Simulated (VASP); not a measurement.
# Bi2Te3 (R3m) in VASP: a series of runs

The runs below take Bi2Te3 through electric field gradients, with LDA.

Program: VASP 6.6.1. These are calculated values, not measurements. Logs are shortened: lines on timing, memory, paths and dates and some standing lists are left out, and cuts for length are marked.

## 1. The cell of the first run

It takes space group R3m (No. 160, trigonal). Conventional cell: a = 4.327 Å, b = 4.327 Å, c = 29.231 Å, α = 90.00°, β = 90.00°, γ = 120.00°. Bi (site symmetry 3m) has 3 Te at 2.97 Å and 3 Bi at 3.36 Å within 3.9 Å. Bi (site symmetry 3m) has 9 Te at 3.20 to 4.58 Å and 9 Bi at 3.36 to 4.33 Å within 4.6 Å. Within 3.9 Å of Te (site symmetry 3m) lie 6 Te at 2.98 to 3.38 Å. Within 3.9 Å of Te (site symmetry 3m) lie 3 Bi at 2.97 Å and 3 Te at 3.38 Å. Te (site symmetry 3m) has 3 Te at 2.98 Å and 3 Bi at 3.20 Å within 3.9 Å.

## 2. Electric field gradients, LDA (31.60 Å³/atom)

File INCAR:

```
  ALGO = Normal
  EDIFF = 1E-8
  ENCUT = 520
  ISIF = 2
  ISMEAR = -1
  LASPH = True
  LCHARG = False
  LEFG = True
  LREAL = False
  LWAVE = False
  NBANDS = 32
  NELM = 80
  PREC = Accurate
  SIGMA = 0.08
```

File KPOINTS:

```
k-points
0
Gamma
  8 8 8
```

File POSCAR:

```
Bi2Te3
1.0
    2.1634171494      1.2490494735      9.7436197600
   -2.1634171494      1.2490494735      9.7436197600
    0.0000000000     -2.4980989472      9.7436197600
Bi Te
2 3
Direct
    0.8120000000      0.8120000000      0.8120000000
    0.4020000000      0.4020000000      0.4020000000
    0.6110000000      0.6110000000      0.6110000000
    0.2000000000      0.2000000000      0.2000000000
    0.0000000000      0.0000000000      0.0000000000
```

Potentials or basis: VASP PAW LDA potentials, release 64 (Bi_d, Te).

Launch:

```console
cat potpaw_LDA.64/Bi_d/POTCAR potpaw_LDA.64/Te/POTCAR > POTCAR
mpirun -np 1 vasp_std > vasp.out
```

OUTCAR:

```text
EDIFF = 1E-8
   ENCUT = 520
   ISIF = 2
   ISMEAR = -1
   LASPH = True
   LREAL = False
   NELM = 80
   PREC = Accurate

 ion  position               nearest neighbor table
   1  0.812  0.812  0.812-   4 2.97   4 2.97   4 2.97   2 3.36   2 3.36   2 3.36
   2  0.402  0.402  0.402-   5 3.20   5 3.20   5 3.20   1 3.36   1 3.36   1 3.36
   3  0.611  0.611  0.611-   5 2.98   5 2.98   5 2.98   4 3.38   4 3.38   4 3.38
   4  0.200  0.200  0.200-   1 2.97   1 2.97   1 2.97   3 3.38   3 3.38   3 3.38
   5  0.000  0.000  0.000-   3 2.98   3 2.98   3 2.98   2 3.20   2 3.20   2 3.20

  LATTYP: Found a trigonal (rhomboedric) cell.
 ALAT       =    10.0587585903
 COS(alpha) =     0.9074829532

  Lattice vectors:

 A1 = (   2.1634171494,   1.2490494735,   9.7436197600)
 A2 = (  -2.1634171494,   1.2490494735,   9.7436197600)
 A3 = (   0.0000000000,  -2.4980989472,   9.7436197600)

Analysis of symmetry for initial positions (statically):
=====================================================================
 Subroutine PRICEL returns:
 Original cell was already a primitive cell.

 Routine SETGRP: Setting up the symmetry group for a
 trigonal (rhombohedral) supercell.

 Subroutine GETGRP returns: Found  6 space group operations
 (whereof  6 operations were pure point group operations)
 out of a pool of 12 trial point group operations.

The static configuration has the point symmetry C_3v.

Analysis of symmetry for dynamics (positions and initial velocities):
=====================================================================
 Subroutine PRICEL returns:
 Original cell was already a primitive cell.

 Routine SETGRP: Setting up the symmetry group for a
 trigonal (rhombohedral) supercell.

 Subroutine GETGRP returns: Found  6 space group operations
 (whereof  6 operations were pure point group operations)
 out of a pool of 12 trial point group operations.

The dynamic configuration has the point symmetry C_3v.

 Subroutine INISYM returns: Found  6 space group operations
 (whereof  6 operations are pure point group operations),
 and found     1 'primitive' translations

----------------------------------------------------------------------------------------

[... 149 lines left out ...]
 cond. band min:       7.0862697114   @ k =  -0.1250   0.1250   0.0000
 fundamental gap:      0.0413120385
 Fermi energy:         7.0583049435

 k-point     1 :       0.0000    0.0000    0.0000
  band No.  band energies     occupation
      1     -16.0912      2.00000
      2     -16.0912      2.00000
      3     -16.0523      2.00000
      4     -16.0523      2.00000
      5     -16.0476      2.00000
      6     -15.4814      2.00000
[... 829 lines left out ...]
     31      10.7960      0.00000
     32      11.9849      0.00000

 [... further k-points ...]

------------------------ aborting loop because EDIFF is reached ----------------------------------------

  FORCE on cell =-STRESS in cart. coord.  units (eV):
  Direction    XX          YY          ZZ          XY          YZ          ZX
  --------------------------------------------------------------------------------------
  -------------------------------------------------------------------------------------
  Total        1.9050069      1.9050069      0.8405074      0.0000000     -0.0000000      0.0000000
  in kB       19.3203791     19.3203791      8.5243371      0.0000000     -0.0000000      0.0000000
  external PRESSURE =      15.7216984 kB  Pullay stress =       0.0000000 kB

 VOLUME and BASIS-vectors are now :
 -----------------------------------------------------------------------------
  energy-cutoff  :      520.00
  volume of cell :      157.98
      direct lattice vectors                 reciprocal lattice vectors
     2.163417149  1.249049473  9.743619760     0.231115853  0.133434800  0.034210421
    -2.163417149  1.249049473  9.743619760    -0.231115853  0.133434800  0.034210421
     0.000000000 -2.498098947  9.743619760     0.000000000 -0.266869600  0.034210421

 POSITION                                       TOTAL-FORCE (eV/Angst)
 -----------------------------------------------------------------------------------
      0.00000     -0.00000     23.73546         0.000000      0.000000     -1.110215
      0.00000     -0.00000     11.75081         0.000000      0.000000     -0.381100
      0.00000     -0.00000     17.86006         0.000000      0.000000     -0.949607
      0.00000     -0.00000      5.84617         0.000000     -0.000000      1.071900
      0.00000      0.00000      0.00000         0.000000     -0.000000      1.369023
 -----------------------------------------------------------------------------------
    total drift:                               -0.000000     -0.000000     -0.000628

  FREE ENERGIE OF THE ION-ELECTRON SYSTEM (eV)
  ---------------------------------------------------
  free  energy   TOTEN  =       -20.2704904795 eV

  energy  without entropy=      -20.2386919096  energy(sigma->0) =      -20.25459119

 Electric field gradients (V/A^2)
---------------------------------------------------------------------
 ion       V_xx      V_yy      V_zz      V_xy      V_xz      V_yz
---------------------------------------------------------------------
   1      20.481    20.481   -40.961    -0.000    -0.000     0.000
   2      -5.182    -5.182    10.364     0.000     0.000     0.000
   3      -3.804    -3.804     7.607    -0.000    -0.000     0.000
   4      -6.693    -6.693    13.387    -0.000    -0.000     0.000
   5     -11.277   -11.277    22.555     0.000    -0.000     0.000
---------------------------------------------------------------------

 Electric field gradients after diagonalization (V/A^2)
 (convention: |V_zz| > |V_xx| > |V_yy|)
----------------------------------------------------------------------
 ion       V_xx      V_yy      V_zz     asymmetry (V_yy - V_xx)/ V_zz
----------------------------------------------------------------------
   1      20.481    20.481   -40.961       0.000
   2      -5.182    -5.182    10.364       0.000
   3      -3.804    -3.804     7.607       0.000
   4      -6.693    -6.693    13.387       0.000
   5     -11.277   -11.277    22.555       0.000
----------------------------------------------------------------------

           NMR quadrupolar parameters

 Cq : quadrupolar parameter    Cq=e*Q*V_zz/h
 eta: asymmetry parameters     (V_yy - V_xx)/ V_zz
 Q  : nuclear electric quadrupole moment in mb (millibarn)
----------------------------------------------------------------------
 ion       Cq(MHz)       eta       Q (mb)
----------------------------------------------------------------------
   1      -0.099       0.000       1.000
   2       0.025       0.000       1.000
   3       0.018       0.000       1.000
   4       0.032       0.000       1.000
   5       0.055       0.000       1.000
----------------------------------------------------------------------
```

OSZICAR:

```text
N       E                     dE             d eps       ncg     rms          rms(c)
DAV:   1     0.443597173798E+03    0.44360E+03   -0.21743E+04  4160   0.148E+03
DAV:   2     0.270884260745E+02   -0.41651E+03   -0.40036E+03  4352   0.389E+02
DAV:   3    -0.182962361142E+02   -0.45385E+02   -0.43448E+02  5344   0.139E+02
DAV:   4    -0.202643604533E+02   -0.19681E+01   -0.19572E+01  4680   0.309E+01
DAV:   5    -0.203543071310E+02   -0.89947E-01   -0.89932E-01  6144   0.659E+00    0.145E+01
DAV:   6    -0.202787322334E+02    0.75575E-01   -0.81411E-02  5080   0.569E+00    0.914E+00
DAV:   7    -0.202749879464E+02    0.37443E-02   -0.74998E-02  5096   0.199E+00    0.633E-01
DAV:   8    -0.202708874013E+02    0.41005E-02   -0.10946E-02  4816   0.901E-01    0.464E-01
DAV:   9    -0.202705580976E+02    0.32930E-03   -0.25015E-03  4720   0.335E-01    0.311E-01
DAV:  10    -0.202704970134E+02    0.61084E-04   -0.62090E-04  5336   0.200E-01    0.888E-02
DAV:  11    -0.202704900624E+02    0.69511E-05   -0.40512E-05  5104   0.447E-02    0.161E-02
DAV:  12    -0.202704904514E+02   -0.38905E-06   -0.11234E-05  5136   0.186E-02    0.932E-03
DAV:  13    -0.202704904451E+02    0.63183E-08   -0.13707E-06  5040   0.844E-03    0.430E-03
DAV:  14    -0.202704904896E+02   -0.44529E-07   -0.22186E-07  5048   0.278E-03    0.163E-03
DAV:  15    -0.202704904786E+02    0.11037E-07   -0.33416E-08  4192   0.147E-03    0.787E-04
DAV:  16    -0.202704904795E+02   -0.88403E-09   -0.10212E-08  2616   0.697E-04
   1 F= -.20270490E+02 E0= -.20254591E+02  d E =-.317986E-01
```

stdout:

```text
POSCAR found type information on POSCAR BiTe
 POSCAR found :  2 types and       5 ions
 scaLAPACK will be used
 LDA part: xc-table for (Slater(with rela. corr.)+CA(PZ))
 , standard interpolation
 POSCAR, INCAR and KPOINTS ok, starting setup
 FFT: planning ... GRIDC
 FFT: planning ... GRID_SOFT
 FFT: planning ... GRID
 WAVECAR not read
 entering main loop
ion   1

ion   2

ion   3

ion   4

ion   5
```

It took 24 min on 1 thread of Intel Xeon Platinum 8488C (Sapphire Rapids), shared host; peak memory 0.82 GiB.

Results:

```
Free energy                             : -20.2705 eV
Pressure                                : 1.6 GPa
Largest force                           : 1.369 eV/Å
Band gap on the k mesh                  : zero (bands 24 and 25 overlap by 0.19 eV)
Largest electric field gradient by atom : Bi -41.0, +10.4; Te +7.6, +13.4, +22.6 V/Å²
```

Forces on the atoms (eV/Å):
```
Bi   0.000  0.000 -1.110
Bi   0.000  0.000 -0.381
Te   0.000  0.000 -0.950
Te   0.000  0.000  1.072
Te   0.000  0.000  1.369
```

Levels at points of the mesh, in eV from the Fermi level:
| k point | band 22 | band 23 | band 24 | band 25 | band 26 | band 27 |
| --- | --- | --- | --- | --- | --- | --- |
| (0.00, 0.00, 0.00) | -0.54 | -0.54 | -0.46 | -0.04 | 0.23 | 0.23 |
| (0.50, 0.00, 0.00) | -2.42 | -0.38 | -0.27 | -0.16 | 0.42 | 2.52 |
| (0.50, 0.50, 0.00) | -1.98 | -1.22 | -0.55 | 0.33 | 1.06 | 1.86 |
| (0.50, 0.50, 0.50) | -0.86 | -0.81 | -0.81 | 0.44 | 0.87 | 0.87 |

Electric field gradients, principal values (V/Å²):
```csv
atom,least,middle,greatest (by size)
1 Bi,20.481,20.481,-40.961
2 Bi,-5.182,-5.182,10.364
3 Te,-3.804,-3.804,7.607
4 Te,-6.693,-6.693,13.387
5 Te,-11.277,-11.277,22.555
```

Caveat: without QUAD_EFG the Cq values of the log hold for a quadrupole moment of 1 mb, not for the nuclei; spin-orbit coupling is left out, which moves the levels of the heavy elements; forces of over 1 eV/Å act on the atoms, so gaps and moduli don't describe the material at rest.

## 3. Electric field gradients, LDA (32.94 Å³/atom)

This run uses another cell than the first one, of 32.94 Å³/atom.

File INCAR:

```
PREC = Accurate
ENCUT = 520
EDIFF = 1E-8
ISMEAR = -1
SIGMA = 0.08
LREAL = False
LASPH = True
NELM = 100
ALGO = Normal
ISIF = 2
LWAVE = False
LCHARG = False
GGA = CA
LEFG = True
NBANDS = 32
```

File KPOINTS:

```
regular mesh
0
Gamma
  8 8 8
```

POSCAR, as its differences from that of step 2:

```diff
@@ -2,5 +2,5 @@
 1.0
-    2.1634171494      1.2490494735      9.7436197600
-   -2.1634171494      1.2490494735      9.7436197600
-    0.0000000000     -2.4980989472      9.7436197600
+    2.1936786512      1.2665209598      9.8799118140
+   -2.1936786512      1.2665209598      9.8799118140
+    0.0000000000     -2.5330419196      9.8799118140
 Bi Te
```

Potentials or basis: VASP PAW LDA potentials, release 64 (Bi_d, Te).

Launch:

```console
cat potpaw_LDA.64/Bi_d/POTCAR potpaw_LDA.64/Te/POTCAR > POTCAR
mpirun -np 1 vasp_std > vasp.out
```

OUTCAR:

```text
PREC = Accurate
   ENCUT = 520
   EDIFF = 1E-8
   ISMEAR = -1
   LREAL = False
   LASPH = True
   NELM = 100
   ISIF = 2
   GGA = CA

 ion  position               nearest neighbor table
   1  0.812  0.812  0.812-   4 3.01   4 3.01   4 3.01   2 3.40   2 3.40   2 3.40
   2  0.402  0.402  0.402-   5 3.25   5 3.25   5 3.25   1 3.40   1 3.40   1 3.40
   3  0.611  0.611  0.611-   5 3.02   5 3.02   5 3.02   4 3.42   4 3.42   4 3.42
   4  0.200  0.200  0.200-   1 3.01   1 3.01   1 3.01   3 3.42   3 3.42   3 3.42
   5  0.000  0.000  0.000-   3 3.02   3 3.02   3 3.02   2 3.25   2 3.25   2 3.25

  LATTYP: Found a trigonal (rhomboedric) cell.
 ALAT       =    10.1994587513
 COS(alpha) =     0.9074829532

  Lattice vectors:
[... 1073 lines left out ...]
   1      23.114    23.114   -46.228    -0.000     0.000    -0.000
   2      -1.484    -1.484     2.967    -0.000    -0.000    -0.000
   3      -3.821    -3.821     7.643    -0.000    -0.000    -0.000
   4      -7.067    -7.067    14.133    -0.000    -0.000    -0.000
   5     -11.474   -11.474    22.948     0.000    -0.000    -0.000
---------------------------------------------------------------------

 Electric field gradients after diagonalization (V/A^2)
 (convention: |V_zz| > |V_xx| > |V_yy|)
----------------------------------------------------------------------
 ion       V_xx      V_yy      V_zz     asymmetry (V_yy - V_xx)/ V_zz
----------------------------------------------------------------------
   1      23.114    23.114   -46.228       0.000
   2      -1.484    -1.484     2.967       0.000
   3      -3.821    -3.821     7.643       0.000
   4      -7.067    -7.067    14.133       0.000
   5     -11.474   -11.474    22.948       0.000
----------------------------------------------------------------------

           NMR quadrupolar parameters

 Cq : quadrupolar parameter    Cq=e*Q*V_zz/h
 eta: asymmetry parameters     (V_yy - V_xx)/ V_zz
 Q  : nuclear electric quadrupole moment in mb (millibarn)
----------------------------------------------------------------------
 ion       Cq(MHz)       eta       Q (mb)
----------------------------------------------------------------------
   1      -0.112       0.000       1.000
   2       0.007       0.000       1.000
   3       0.018       0.000       1.000
   4       0.034       0.000       1.000
   5       0.055       0.000       1.000
----------------------------------------------------------------------
```

OSZICAR:

```text
N       E                     dE             d eps       ncg     rms          rms(c)
DAV:   1     0.435155498717E+03    0.43516E+03   -0.21614E+04  4160   0.146E+03
DAV:   2     0.266903088577E+02   -0.40847E+03   -0.39291E+03  4304   0.380E+02
DAV:   3    -0.183664599592E+02   -0.45057E+02   -0.43158E+02  5376   0.138E+02
DAV:   4    -0.202755130392E+02   -0.19091E+01   -0.18994E+01  4632   0.304E+01
DAV:   5    -0.203653426875E+02   -0.89830E-01   -0.89820E-01  6240   0.657E+00    0.134E+01
DAV:   6    -0.202920013289E+02    0.73341E-01   -0.78479E-02  5024   0.561E+00    0.842E+00
DAV:   7    -0.202880395854E+02    0.39617E-02   -0.78971E-02  5048   0.187E+00    0.714E-01
DAV:   8    -0.202862158924E+02    0.18237E-02   -0.64202E-03  4832   0.678E-01    0.494E-01
DAV:   9    -0.202860596154E+02    0.15628E-03   -0.18362E-03  4664   0.311E-01    0.264E-01
DAV:  10    -0.202859388058E+02    0.12081E-03   -0.42491E-04  5056   0.196E-01    0.675E-02
DAV:  11    -0.202859450365E+02   -0.62307E-05   -0.88285E-05  5024   0.438E-02    0.270E-02
DAV:  12    -0.202859445854E+02    0.45111E-06   -0.59195E-06  6120   0.148E-02    0.212E-02
DAV:  13    -0.202859432459E+02    0.13395E-05   -0.30500E-06  4864   0.142E-02    0.140E-02
DAV:  14    -0.202859431906E+02    0.55287E-07   -0.77441E-07  4824   0.479E-03    0.354E-03
DAV:  15    -0.202859431799E+02    0.10682E-07   -0.94318E-08  4176   0.177E-03    0.157E-03
DAV:  16    -0.202859431750E+02    0.49131E-08   -0.10528E-08  2736   0.747E-04
   1 F= -.20285943E+02 E0= -.20269049E+02  d E =-.337886E-01
```

It took 26 min on 1 thread of Intel Xeon Platinum 8488C (Sapphire Rapids), shared host; peak memory 0.84 GiB.

What came out:

```
Free energy                             : -20.2859 eV
Pressure                                : -0.8 GPa
Largest force                           : 1.227 eV/Å
Band gap on the k mesh                  : zero (bands 24 and 25 overlap by 0.19 eV)
Largest electric field gradient by atom : Bi -46.2, +3.0; Te +7.6, +14.1, +22.9 V/Å²
```

Forces in eV/Å, atoms in the order of the input:
```
Bi   0.000  0.000 -0.874
Bi   0.000  0.000 -0.420
Te   0.000  0.000 -0.737
Te   0.000  0.000  0.803
Te   0.000  0.000  1.227
```

Electric field gradients, principal values (V/Å²):
| atom | least | middle | greatest (by size) |
| --- | --- | --- | --- |
| 1 Bi | 23.114 | 23.114 | -46.228 |
| 2 Bi | -1.484 | -1.484 | 2.967 |
| 3 Te | -3.821 | -3.821 | 7.643 |
| 4 Te | -7.067 | -7.067 | 14.133 |
| 5 Te | -11.474 | -11.474 | 22.948 |

Caveat: without QUAD_EFG the Cq values of the log hold for a quadrupole moment of 1 mb, not for the nuclei; spin-orbit coupling is left out, which moves the levels of the heavy elements; forces of over 1 eV/Å act on the atoms, so gaps and moduli don't describe the material at rest.

[end of part 1 of 2]
